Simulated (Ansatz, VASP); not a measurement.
# Co in VASP and in Ansatz

The input INCAR:

```
SYSTEM = Co
  PREC = Accurate
  ENCUT = 520
  EDIFF = 1E-6
  ISMEAR = -1
  SIGMA = 0.05
  LREAL = .FALSE.
  LASPH = .TRUE.
  NELM = 150
  ALGO = Normal
  ISIF = 2
  LWAVE = .FALSE.
  LCHARG = .FALSE.
  ISPIN = 2
  MAGMOM = 1.707 1.707 1.725 1.725
  LORBIT = 11
  LMAXMIX = 4
  GGA = PE
  NBANDS = 30
```

The input KPOINTS:

```
Automatic mesh
0
G
  16 16 5
  0 0 0
```

Contents of POSCAR:

```
Co
1.0
    2.5280115931      0.0000000000      0.0000000000
   -1.2640057966      2.1893222606      0.0000000000
    0.0000000000      0.0000000000      8.1880789767
Co
4
Direct
    1.0000000000      0.0000000000      1.0000000000
    0.0000000000      0.0000000000      0.5000000000
    0.3333333333      0.6666666667      0.2500000000
    0.6666666667      0.3333333333      0.7500000000
```

Input for Ansatz:

```yaml
crystal:
  lattice:
    - [2.5280115931, 0.0, 0.0]
    - [-1.2640057966, 2.1893222606, 0.0]
    - [0.0, 0.0, 8.1880789767]
  atoms:
    - { symbol: Co, position: [1.0, 0.0, 1.0], spin: 1.707 }
    - { symbol: Co, position: [0.0, 0.0, 0.5], spin: 1.707 }
    - { symbol: Co, position: [0.3333333333, 0.6666666667, 0.25], spin: 1.725 }
    - { symbol: Co, position: [0.6666666667, 0.3333333333, 0.75], spin: 1.725 }
hamiltonian:
  xc: pbe
  pseudopotentials:
    kind: paw
    azcp:
      Co: "pseudopotentials/Co.paw.azcp"
basis:
  ecutwfc: 420
  fft_grid_basis: typed
kpoints:
  mp_grid: { grid: [16, 16, 5], shift: [0, 0, 0] }
magnetization:
  spin_polarized: true
scf:
  occupations: { method: fermi_dirac, width: 0.05 }
  lower_state_search: "off"
output:
  stress: true
  write_density: true
  write_potential: true
  elf: true
  volumetric_format: npy
```

Alike in both runs: task single point; functional PBE; k mesh 16 × 16 × 5; occupations fermi-dirac, width 0.05 eV; collinear spin.

|  | VASP | Ansatz |
| --- | --- | --- |
| version | VASP 6.6.1 | Ansatz 0.2.0 |
| potentials or method | VASP PAW PBE potentials, release 64 (Co), cutoff 520 eV | plane waves (420 eV) with PAW, scalar-relativistic |
| valence electrons in the cell | 36 | 68 |

Ansatz gave:

```
pressure (GPa)                                                : -7.7
net moment per atom (μB)                                      : 1.67
size of the moment on the site where the two differ most (μB) : 1.75
```

Estimate VASP's values.

pressure (GPa): -8.2; net moment per atom (μB): 1.65; size of the moment on the site where the two differ most (μB): 1.69.

Site moments also hang on the region over which each program counts them. With one functional, cell and mesh, what is left measures potentials, basis and numerics. VASP's potentials hold 36 valence electrons a cell and Ansatz's 68, so a difference there can come from the potentials and not from the codes.
